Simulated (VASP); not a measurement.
Input of a VASP 6.6.1 run:

The input INCAR:

```
SYSTEM = HgTe
PREC = Accurate
ENCUT = 520
EDIFF = 1E-6
ISMEAR = -1
SIGMA = 0.05
LREAL = .False.
LASPH = .True.
NELM = 80
ALGO = Normal
ISIF = 2
LWAVE = .False.
LCHARG = .False.
GGA = PE
NBANDS = 16
```

The input KPOINTS:

```
Automatic mesh
0
Gamma
  10 10 10
  0 0 0
```

The input POSCAR:

```
HgTe
1.0
   -3.1053358708      3.1053358708      1.5899944314
    3.1053358708     -3.1053358708      1.5899944314
    3.1053358708      3.1053358708     -1.5899944314
Hg Te
1 1
Direct
    0.7500000000      0.2500000000      0.5000000000
    0.0000000000      0.0000000000      0.0000000000
```

Potentials or basis: VASP PAW PBE potentials, release 64 (Hg, Te).

Run with:

```console
$ cat potpaw_PBE.64/Hg/POTCAR potpaw_PBE.64/Te/POTCAR > POTCAR
$ mpirun -np 1 vasp_std > vasp.out
```

Predict the band gap on the k mesh.

zero (bands 9 and 10 overlap by 3.07 eV).

What does it give for the pressure?

-2.0 GPa.

Stress tensor (GPa, compression positive):
```
-3.19  0.00  0.00
 0.00 -3.19  0.00
 0.00  0.00  0.24
```

Caveat: spin-orbit coupling is left out, which moves the levels of the heavy elements.
